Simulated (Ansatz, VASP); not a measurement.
Two plane-wave programs on InGa3As4

```
Ga As In
1.0
     4.03902    0.00000    0.00000
     0.00000    8.09235    0.00000
     0.00000    0.00000    5.72104
Ga As In
3 4 1
Direct
  0.00000 0.75822 0.99984
  0.50000 0.00000 0.49804
  0.00000 0.24178 0.99984
  0.50000 0.76276 0.24031
  0.00000 0.00000 0.74130
  0.50000 0.23724 0.24031
  0.00000 0.50000 0.77994
  0.50000 0.50000 0.50042
```

Alike in both runs: task single point; functional r2SCAN; k mesh 6 × 4 × 4; occupations fermi-dirac, width 0.02 eV; no spin polarisation.

```csv
,VASP,Ansatz
version,VASP 6.6.1,Ansatz 0.2.0
potentials or method,"VASP PAW PBE potentials, release 64 (Ga_d, As, In_d)","plane waves, PAW"
plane-wave cutoff (eV),520,500
valence electrons in the cell,72,112
```

VASP gave:

```
gap on the k mesh at the Fermi level (eV) : 0.78
pressure (GPa)                            : 2.3
rms of the force components (eV/Å)        : 0.014
```

Q: What did Ansatz give for the same quantities?

A: gap on the k mesh at the Fermi level (eV): 0.79; pressure (GPa): 2.2; rms of the force components (eV/Å): 0.015.

VASP's potentials were made for PBE, not for r2SCAN. VASP's potentials hold 72 valence electrons a cell and Ansatz's 112, so a difference there can come from the potentials and not from the codes.
